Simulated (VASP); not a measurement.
AlNi3, 4 atoms in the cell. Symmetry: Fm-3m, No. 225, cubic system. The conventional cell has a = 5.604 Å, b = 5.604 Å, c = 5.604 Å, α = 90.00°, β = 90.00°, γ = 90.00°. Al (site symmetry m-3m) has 14 Ni at 2.43 to 2.80 Å within 3.2 Å. Within 3.2 Å of Ni (site symmetry -43m) lie 4 Al at 2.43 Å and 10 Ni at 2.43 to 2.80 Å. Within 3.2 Å of Ni (site symmetry m-3m) lie 8 Ni at 2.43 Å and 6 Al at 2.80 Å. 

- Program: VASP 6.6.1
- Task: single point
- Functional: LDA
- Potentials or basis: VASP PAW LDA potentials, release 64 (Al, Ni)
- Cutoff: 520 eV
- k mesh: 14 × 14 × 14
- Occupations: gaussian, width 0.1 eV
- Spin: no spin polarisation
- Dipole correction: no
- Further INCAR settings: ALGO = Normal; EDIFF = 1e-06; NBANDS = 24

Potentials or basis: VASP PAW LDA potentials, release 64 (Al, Ni).

Command:

```sh
$ cat potpaw_LDA.64/Al/POTCAR potpaw_LDA.64/Ni/POTCAR > POTCAR
$ mpirun -np 1 vasp_std > vasp.out
```

Hardware: 1 thread of AMD EPYC 7R13, on a shared host.

Problem. Estimate the wall time of this run.

Solution. It took 3.8 min on 1 thread of AMD EPYC 7R13, on a shared host, peak memory 0.19 GiB. Counts: scf iterations 15, k points 104.
